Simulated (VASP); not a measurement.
Input of a VASP 6.6.1 run:

File INCAR:

```
SYSTEM = MgO2
PREC = Accurate ; ENCUT = 520
EDIFF = 1E-7 ; ISMEAR = 0
SIGMA = 0.02 ; LREAL = .False.
LASPH = .True. ; NELM = 100
ALGO = Normal ; ISIF = 2
LWAVE = .False. ; LCHARG = .True.
GGA = PS ; LELF = .True.
LVHAR = .True. ; NBANDS = 14
```

KPOINTS

```
Automatic mesh
0
Gamma
  12 12 12
  0 0 0
```

The input POSCAR:

```
MgO2
1.0
    1.5034837936      0.8680367729      3.3763281914
   -1.5034837936      0.8680367729      3.3763281914
    0.0000000000     -1.7360735459      3.3763281913
Mg O
1 2
Direct
    0.0000000000      0.0000000000      0.0000000000
    0.4293185056      0.4293185056      0.4293185056
    0.5706814944      0.5706814944      0.5706814944
```

Potentials or basis: VASP PAW PBE potentials, release 64 (Mg, O).

Run with:

```sh
$ cat potpaw_PBE.64/Mg/POTCAR potpaw_PBE.64/O/POTCAR > POTCAR
$ mpirun -np 1 vasp_std > vasp.out
```

(1) Estimate the pressure.

(2) What does it give for the largest force?

## Answers

(1) 21.4 GPa.

(2) 0.227 eV/Å.

Caveat: the cell stands under pressure; the PAW data sets were made with another functional, which shifts forces and pressure a little.
